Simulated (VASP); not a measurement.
# Co (P6_3/mmc) in VASP: notebook

The runs below take Co through single point, with PBEsol.

All numbers are computed with VASP 6.6.1; they aren't measurements. Logs are shortened: lines on timing, memory, paths and dates and some standing lists are left out, and cuts for length are marked.

## (1) The cell of the first run

It takes space group P6_3/mmc (No. 194, hexagonal). The conventional cell has a = 2.455 Å, b = 2.455 Å, c = 7.965 Å, α = 90.00°, β = 90.00°, γ = 120.00°. Co (site symmetry -3m) has 12 Co at 2.44 to 2.46 Å within 3.2 Å. Within 3.2 Å of Co (site symmetry -6m2) lie 12 Co at 2.44 to 2.46 Å.

## (2) Single point, PBEsol, collinear spin, ferromagnetic start

INCAR reads:

```
PREC = Accurate
ENCUT = 520
EDIFF = 1E-6
ISMEAR = 0
SIGMA = 0.1
LREAL = F
LASPH = T
NELM = 150
ALGO = Normal
ISIF = 2
LWAVE = F
LCHARG = F
ISPIN = 2
MAGMOM = 1.83 1.83 1.83 1.83
LORBIT = 11
LMAXMIX = 4
GGA = PS
NBANDS = 30
```

KPOINTS reads:

```
Automatic mesh
0
Gamma
  24 24 8
```

POSCAR reads:

```
Co
1.0
    2.4552110705      0.0000000000      0.0000000000
   -1.2276055352      2.1262751587      0.0000000000
    0.0000000000      0.0000000000      7.9648408593
Co
4
Direct
    0.0000000000      0.0000000000      0.0000000000
    0.3333333333      0.6666666667      0.2500000000
    0.0000000000      0.0000000000      0.5000000000
    0.6666666667      0.3333333333      0.7500000000
```

Potentials or basis: VASP PAW PBE potentials, release 64 (Co).

Started as:

```bash
cat potpaw_PBE.64/Co/POTCAR > POTCAR
mpirun -np 1 vasp_std > vasp.out
```

OUTCAR:

```text
PREC = Accurate
   ENCUT = 520
   EDIFF = 1E-6
   ISMEAR = 0
   LREAL = F
   LASPH = T
   NELM = 150
   ISIF = 2
   ISPIN = 2
   LORBIT = 11
   GGA = PS

 ion  position               nearest neighbor table
   1  0.000  0.000  0.000-   2 2.44   4 2.44   2 2.44   4 2.44   4 2.44   2 2.44
   2  0.333  0.667  0.250-   1 2.44   3 2.44   1 2.44   3 2.44   1 2.44   3 2.44
   3  0.000  0.000  0.500-   2 2.44   4 2.44   2 2.44   4 2.44   4 2.44   2 2.44
   4  0.667  0.333  0.750-   1 2.44   3 2.44   1 2.44   3 2.44   1 2.44   3 2.44

  LATTYP: Found a hexagonal cell.
 ALAT       =     2.4552110705
 C/A-ratio  =     3.2440554521

  Lattice vectors:

 A1 = (   2.4552110705,   0.0000000000,   0.0000000000)
 A2 = (  -1.2276055352,   2.1262751587,   0.0000000000)
 A3 = (   0.0000000000,   0.0000000000,   7.9648408593)

Analysis of symmetry for initial positions (statically):
=====================================================================
 Subroutine PRICEL returns:
 Original cell was already a primitive cell.

 Routine SETGRP: Setting up the symmetry group for a
 hexagonal supercell.

 Subroutine GETGRP returns: Found 24 space group operations
 (whereof 12 operations were pure point group operations)
 out of a pool of 24 trial point group operations.

The static configuration has the point symmetry D_3d.
 The point group associated with its full space group is D_6h.

Analysis of symmetry for dynamics (positions and initial velocities):
=====================================================================
 Subroutine PRICEL returns:
 Original cell was already a primitive cell.

 Routine SETGRP: Setting up the symmetry group for a
 hexagonal supercell.

 Subroutine GETGRP returns: Found 24 space group operations
 (whereof 12 operations were pure point group operations)
 out of a pool of 24 trial point group operations.

The dynamic configuration has the point symmetry D_3d.
 The point group associated with its full space group is D_6h.

Analysis of structural, dynamic, and magnetic symmetry:
=====================================================================
 Subroutine PRICEL returns:
 Original cell was already a primitive cell.

 Routine SETGRP: Setting up the symmetry group for a
 hexagonal supercell.

 Subroutine GETGRP returns: Found 24 space group operations
 (whereof 12 operations were pure point group operations)
 out of a pool of 24 trial point group operations.

The overall configuration has the point symmetry D_3d.
 The point group associated with its full space group is D_6h.

 Subroutine INISYM returns: Found 24 space group operations
 (whereof 12 operations are pure point group operations),
 and found     1 'primitive' translations

----------------------------------------------------------------------------------------

                                     Primitive cell

  volume of cell :      41.5801

  direct lattice vectors                    reciprocal lattice vectors
     2.455211070  0.000000000  0.000000000     0.407296958  0.235153008  0.000000000
    -1.227605535  2.126275159  0.000000000     0.000000000  0.470306017  0.000000000
     0.000000000  0.000000000  7.964840859     0.000000000  0.000000000  0.125551787

  length of vectors
     2.455211070  2.455211070  7.964840859     0.470306017  0.470306017  0.125551787

  position of ions in fractional coordinates (direct lattice)
     0.000000000  0.000000000  0.000000000
     0.333333333  0.666666667  0.250000000
     0.000000000  0.000000000  0.500000000
     0.666666667  0.333333333  0.750000000

  ion indices of the primitive-cell ions
   primitive index   ion index
                 1           1
                 2           2
                 3           3
                 4           4

----------------------------------------------------------------------------------------

 KPOINTS: Automatic mesh

Automatic generation of k-mesh.
 Grid dimensions read from file:
 generate k-points for:   24   24    8

 Generating k-lattice:

  Cartesian coordinates                     Fractional coordinates (reciprocal lattice)
     0.016970707  0.009798042  0.000000000     0.041666667  0.000000000  0.000000000
     0.000000000  0.019596084  0.000000000     0.000000000  0.041666667  0.000000000
     0.000000000  0.000000000  0.015693973     0.000000000  0.000000000  0.125000000

  Length of vectors
     0.019596084  0.019596084  0.015693973

  Shift w.r.t. Gamma in fractional coordinates (k-lattice)
     0.000000000  0.000000000  0.000000000

 Subroutine IBZKPT returns following result:
 ===========================================

 Found    305 irreducible k-points:

 Following reciprocal coordinates:
            Coordinates               Weight
  0.000000  0.000000  0.000000      1.000000
  0.041667 -0.000000  0.000000      6.000000
  0.083333 -0.000000  0.000000      6.000000
  0.125000 -0.000000  0.000000      6.000000
  0.166667 -0.000000  0.000000      6.000000
  0.208333 -0.000000  0.000000      6.000000
[... 16 lines left out ...]
  0.416667  0.041667  0.000000     12.000000
  0.458333  0.041667  0.000000     12.000000
 [... further k-points ...]
   k-points           NKPTS =    305   k-points in BZ     NKDIM =    305   number of bands    NBANDS=     30
   number of dos      NEDOS =    301   number of ions     NIONS =      4
   total plane-waves  NPLWV =  19440
   dimension x,y,z NGX =    18 NGY =   18 NGZ =   60
   dimension x,y,z NGXF=    36 NGYF=   36 NGZF=  120
   ions per type =               4
   NGX,Y,Z   is equivalent  to a cutoff of  12.19, 12.19, 12.52 a.u.
   NGXF,Y,Z  is equivalent  to a cutoff of  24.38, 24.38, 25.05 a.u.
 SYSTEM =  unknown system
   PREC   = accura    normal or accurate (medium, high low for compatibility)
   ISTART =      0    job   : 0-new  1-cont  2-samecut
   ICHARG =      2    charge: 1-file 2-atom 10-const
   ISPIN  =      2    spin polarized calculation?
   LNONCOLLINEAR =      F non collinear calculations
   LSORBIT =      F    spin-orbit coupling
   LASPH  =      T    aspherical Exc in radial PAW
   ENCUT  =  520.0 eV  38.22 Ry    6.18 a.u.   4.57  4.57 14.81*2*pi/ulx,y,z
   NELM   =    150;   NELMIN=  2; NELMDL= -5     # of ELM steps
   EDIFF  = 0.1E-05   stopping-criterion for ELM
   LREAL  =      F    real-space projection
   EDIFFG = 0.1E-04   stopping-criterion for IOM
   NSW    =      0    number of steps for IOM
   IBRION =     -1    ionic relax: 0-MD 1-quasi-New 2-CG
   NFREE  =      0    steps in history (QN), initial steepest desc. (CG)
   ISIF   =      2    stress and relaxation
   ISYM   =      2    0-nonsym 1-usesym 2-fastsym
   POTIM  = 0.5000    time-step for ionic-motion
   TEBEG  =    0.0;   TEEND  =   0.0 temperature during run
   PSTRESS=    0.0 pullay stress
   NELECT =      36.0000    total number of electrons
   NUPDOWN=      -1.0000    fix difference up-down
   EMIN   =  10.00;   EMAX   =-10.00  energy-range for DOS
   EFERMI =   0.00;   METHOD = LEGACY
   ISMEAR =     0;   SIGMA  =   0.10  broadening in eV -4-tet -1-fermi 0-gaus
   EFERMI_NEDOS =   21; number of points for ismear=-14 and -15
   IALGO  =     38    algorithm
   IMIX   =      4    mixing-type and parameters
     AMIX     =   0.40;   BMIX     =  1.00
     AMIX_MAG =   1.60;   BMIX_MAG =  1.00
  volume/ion in A,a.u.               =      10.40        70.15
  Fermi-wavevector in a.u.,A,eV,Ry     =   1.560321  2.948579 33.124752  2.434601
  Thomas-Fermi vector in A             =   2.663550
   LORBIT       =     11    0 simple, 1 ext, 2 COOP (PROOUT), +10 PAW based schemes
   GGA     = PS    functional components
   LHFCALC =     F    Hartree Fock is set to
   AEXX    =    0.0000 exact exchange contribution
   IVDW    =     0    specifies the selected vdW correction
   LEPSILON=     F    determine dielectric tensor
   LRPA    =     F    only Hartree local field effects (RPA)
 spin polarized calculation
 Gauss-broadening in eV      SIGMA  =   0.10
  energy-cutoff  :      520.00
  volume of cell :       41.58
 maximum number of plane-waves:      1151
   NGX =  9   NGY =  9   NGZ = 29

 number of electron      35.9999946 magnetization       6.3884192

 Free energy of the ion-electron system (eV)
  ---------------------------------------------------
  ext. energy  EPLUGINS =         0.00000000
  ---------------------------------------------------
  free energy    TOTEN  =       -30.92368403 eV

  energy without entropy =      -30.90497256  energy(sigma->0) =      -30.91432829

 E-fermi :  10.7485     XC(G=0): -13.8343

 val. band max:       10.7484636901   @ k =   0.2083   0.0417   0.0000
 cond. band min:      10.7486562587   @ k =   0.0833   0.0833   0.3750
 fundamental gap:      0.0001925686
 Fermi energy:        10.7485031374

 spin component 1

 k-point     1 :       0.0000    0.0000    0.0000
  band No.  band energies     occupation
      1       1.4553      1.00000
      2       3.7458      1.00000
      3       3.7660      1.00000
      4       5.3432      1.00000
      5       7.6623      1.00000
      6       7.6941      1.00000
[... 22 lines left out ...]
     29      33.3997      0.00000
     30      34.3508      0.00000

 k-point     2 :       0.0417   -0.0000    0.0000
  band No.  band energies     occupation
      1       1.5187      1.00000
      2       3.8004      1.00000
      3       3.8205      1.00000
      4       5.3841      1.00000
      5       7.6107      1.00000
      6       7.6653      1.00000
[... 22 lines left out ...]
     29      33.1913      0.00000
     30      33.7498      0.00000

 k-point     3 :       0.0833   -0.0000    0.0000
  band No.  band energies     occupation
      1       1.7072      1.00000
      2       3.9604      1.00000
      3       3.9802      1.00000
      4       5.5025      1.00000
      5       7.4873      1.00000
      6       7.5882      1.00000
[... 682 lines left out ...]
     29      24.4597      0.00000
     30      25.2332      0.00000

 k-point    24 :       0.4583    0.0417    0.0000
  band No.  band energies     occupation
      1       5.3343      1.00000
      2       5.3666      1.00000
      3       5.7565      1.00000
      4       6.1436      1.00000
      5       6.4965      1.00000
      6       6.6429      1.00000
[... 22 lines left out ...]
     29      23.4181      0.00000
     30      24.3899      0.00000

 [... further k-points ...]

 spin component 2

 k-point     1 :       0.0000    0.0000    0.0000
  band No.  band energies     occupation
      1       1.5345      1.00000
      2       3.9038      1.00000
      3       3.9078      1.00000
      4       6.2746      1.00000
      5       8.9848      1.00000
      6       9.0377      1.00000
[... 22 lines left out ...]
     29      33.2250      0.00000
     30      34.2094      0.00000

 k-point     2 :       0.0417   -0.0000    0.0000
  band No.  band energies     occupation
      1       1.5981      1.00000
      2       3.9594      1.00000
      3       3.9634      1.00000
      4       6.3201      1.00000
      5       8.9444      1.00000
      6       9.0194      1.00000
[... 22 lines left out ...]
     29      33.0603      0.00000
     30      33.7480      0.00000

 k-point     3 :       0.0833   -0.0000    0.0000
  band No.  band energies     occupation
      1       1.7875      1.00000
      2       4.1234      1.00000
      3       4.1273      1.00000
      4       6.4527      1.00000
      5       8.8390      1.00000
      6       8.9680      1.00000
[... 682 lines left out ...]
     29      24.9949      0.00000
     30      25.6742      0.00000

 k-point    24 :       0.4583    0.0417    0.0000
  band No.  band energies     occupation
      1       6.3134      1.00000
      2       6.4141      1.00000
      3       6.8657      1.00000
      4       7.1691      1.00000
      5       7.7099      1.00000
      6       7.7293      1.00000
[... 22 lines left out ...]
     29      24.0409      0.00000
     30      24.9432      0.00000

 [... further k-points ...]

------------------------ aborting loop because EDIFF is reached ----------------------------------------

  FORCE on cell =-STRESS in cart. coord.  units (eV):
  Direction    XX          YY          ZZ          XY          YZ          ZX
  --------------------------------------------------------------------------------------
  -------------------------------------------------------------------------------------
  Total       -0.1654444     -0.1654444     -0.2717924     -0.0000000      0.0000000      0.0000000
  in kB       -6.3749557     -6.3749557    -10.4727926     -0.0000000      0.0000000      0.0000000
  external PRESSURE =      -7.7409013 kB  Pullay stress =       0.0000000 kB

 VOLUME and BASIS-vectors are now :
 -----------------------------------------------------------------------------
  energy-cutoff  :      520.00
  volume of cell :       41.58
      direct lattice vectors                 reciprocal lattice vectors
     2.455211070  0.000000000  0.000000000     0.407296958  0.235153008  0.000000000
    -1.227605535  2.126275159  0.000000000     0.000000000  0.470306017  0.000000000
     0.000000000  0.000000000  7.964840859     0.000000000  0.000000000  0.125551787

 POSITION                                       TOTAL-FORCE (eV/Angst)
 -----------------------------------------------------------------------------------
      0.00000      0.00000      0.00000        -0.000000      0.000000     -0.000000
     -0.00000      1.41752      1.99121         0.000000     -0.000000     -0.000000
      0.00000      0.00000      3.98242        -0.000000      0.000000     -0.000000
      1.22761      0.70876      5.97363        -0.000000      0.000000      0.000000
 -----------------------------------------------------------------------------------
    total drift:                                0.000000     -0.000000      0.000000

  FREE ENERGIE OF THE ION-ELECTRON SYSTEM (eV)
  ---------------------------------------------------
  free  energy   TOTEN  =       -30.9236840263 eV

  energy  without entropy=      -30.9049725620  energy(sigma->0) =      -30.91432829

 total charge

# of ion       s       p       d       tot
------------------------------------------
    1        0.509   0.563   7.288   8.360
    2        0.508   0.566   7.281   8.355
    3        0.509   0.563   7.288   8.360
    4        0.508   0.566   7.281   8.355
--------------------------------------------------
tot          2.035   2.258  29.138  33.431

 magnetization (x)

# of ion       s       p       d       tot
------------------------------------------
    1       -0.014  -0.048   1.656   1.594
    2       -0.014  -0.050   1.676   1.612
    3       -0.014  -0.048   1.656   1.594
    4       -0.014  -0.050   1.676   1.612
--------------------------------------------------
tot         -0.056  -0.196   6.665   6.413
```

It took 17 min on 1 thread of Oxide Virtual Turin-like, shared host; peak memory 0.51 GiB.

Results:

* Free energy: -30.9237 eV
* Pressure: -0.8 GPa
* Net moment: 6.39 μB per cell
* Site moments: Co +1.59, +1.61 (each value once) μB
* Valence electrons inside the program's atomic spheres: Co 8.36

Caveat: the PAW data sets were made with another functional, which shifts forces and pressure a little.

## (3) Single point, PBEsol, collinear spin, ferromagnetic start (biaxial strain in the a-b plane: +2.0 %)

INCAR reads:

```
SYSTEM = Co
PREC     = Accurate       ! precision mode
ENCUT    = 520            ! plane-wave cutoff, eV
EDIFF    = 1E-7           ! SCF threshold, eV
ISMEAR   = 0              ! smearing method
SIGMA    = 0.1            ! smearing width, eV
LREAL    = .False.        ! projectors in reciprocal space
LASPH    = .True.         ! aspherical terms in the spheres
NELM     = 150            ! most SCF steps
ALGO     = Normal         ! electronic algorithm
ISIF     = 2              ! what is computed and relaxed
LWAVE    = .False.        ! write WAVECAR
LCHARG   = .False.        ! write CHGCAR
ISPIN    = 2              ! spin polarisation
MAGMOM   = 1.83 1.83 1.83 1.83 ! initial moments
LORBIT   = 11             ! projections on sites
LMAXMIX  = 4              ! l up to which the mixer works
GGA      = PS             ! functional
NBANDS   = 30             ! bands
```

KPOINTS reads:

```
Automatic mesh
0
Gamma
  24 24 8
  0 0 0
```

POSCAR reads:

```
Co
1.0
    2.5043152919      0.0000000000      0.0000000000
   -1.2521576459      2.1688006618      0.0000000000
    0.0000000000      0.0000000000      7.8692627690
Co
4
Direct
    0.0000000000      0.0000000000      0.0000000000
    0.3333333333      0.6666666667      0.2500000000
    0.0000000000      0.0000000000      0.5000000000
    0.6666666667      0.3333333333      0.7500000000
```

Potentials or basis: VASP PAW PBE potentials, release 64 (Co).

Started as:

```bash
cat potpaw_PBE.64/Co/POTCAR > POTCAR
mpirun -np 1 vasp_std > vasp.out
```

Run time: 24 min. Hardware: 1 thread of Oxide Virtual Turin-like, shared host; peak memory 0.54 GiB.

It converged, with:

```
Free energy                                           : -30.8703 eV
Pressure                                              : -6.7 GPa
Net moment                                            : 6.45 μB per cell
Site moments                                          : Co +1.62, +1.63 (each value once) μB
Valence electrons inside the program's atomic spheres : Co 8.30
```

Stress tensor (GPa, compression positive):
```
-9.80  0.00  0.00
 0.00 -9.80  0.00
 0.00  0.00 -0.59
```

Levels at points of the mesh, in eV from the Fermi level:
Spin up:
```tsv
k point	band 20	band 21	band 22	band 23	band 24	band 25
(0.00, 0.00, 0.00)	-1.13	-1.13	-0.69	-0.69	0.12	6.85
(0.50, 0.00, 0.00)	-0.47	0.14	1.30	2.39	3.00	6.93
(0.00, 0.00, 0.50)	-1.64	-0.89	-0.89	-0.89	-0.89	10.04
(0.50, 0.00, 0.50)	-0.59	1.17	1.17	2.72	2.72	7.35
```
Spin down:
```tsv
k point	band 10	band 11	band 12	band 13	band 14	band 15	band 16	band 17	band 18	band 19
(0.00, 0.00, 0.00)	-1.22	-0.89	-0.84	-0.84	-0.81	-0.81	-0.04	-0.04	0.15	0.31
(0.50, 0.00, 0.00)	-1.34	-0.66	-0.20	-0.16	0.47	1.10	1.15	1.17	1.27	1.27
(0.00, 0.00, 0.50)	-1.10	-1.09	-1.09	-1.02	-1.02	-1.02	-1.02	0.19	0.19	0.19
(0.50, 0.00, 0.50)	-1.02	-0.85	-0.85	-0.20	-0.20	0.82	0.82	1.12	1.12	1.26
```

Caveat: the cell differs from its parent crystal (biaxial strain in the a-b plane: +2.0 %); the cell stands under tension; the PAW data sets were made with another functional, which shifts forces and pressure a little.

(Continued in part 2 of 3.)
